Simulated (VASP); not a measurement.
Runs of VASP 6.6.1 on W. The structure is that of space group Im-3m (No. 229), or close to it. The cells are those of the table. 

```tsv
task	level	cell	cutoff (eV)	gap on the mesh (eV)	pressure (GPa)	relaxed volume (Å³/atom)
single point	r2SCAN+D4	a = 2.740 Å, angles 109.5°, 1 atom	520	none	1.2	-
single point	PBE+D3(BJ)	a = 2.737 Å, angles 109.5°, 1 atom	520	none	0.7	-
single point	revPBE+D3(BJ)	a = 2.728 Å, angles 109.5°, 1 atom	520	none	0.7	-
single point	PBE	a = 2.758 Å, angles 109.5°, 1 atom	520	none	0.6	-
relaxation of cell and atoms	r2SCAN+D4	relaxed from a = 2.741 Å, angles 109.5°, 1 atom	600	none	0.0	(a)
relaxation of cell and atoms	PBE+D3(BJ)	relaxed from a = 2.741 Å, angles 109.5°, 1 atom	600	none	0.0	15.81
relaxation of cell and atoms	PBE	relaxed from a = 2.741 Å, angles 109.5°, 1 atom	600	none	0.0	(b)
relaxation of cell and atoms	revPBE+D3(BJ)	relaxed from a = 2.741 Å, angles 109.5°, 1 atom	600	none	-0.1	15.67
```

Alike in all rows: potentials or basis VASP PAW PBE potentials, release 64 (W_sv); no spin polarisation; k mesh 12 × 12 × 12; smearing methfessel-paxton 0.1 eV.

Task: Estimate the missing entries.

Result: (a) 15.90; (b) 16.19.

Caveats: spin-orbit coupling is left out, which moves the levels of the heavy elements; the PAW data sets were made with another functional, which shifts forces and pressure a little (at least some runs).

A k mesh can miss the band edges, and the runs leave out spin-orbit coupling on W.

A gap of «none» marks levels without a gap at the run's occupations.
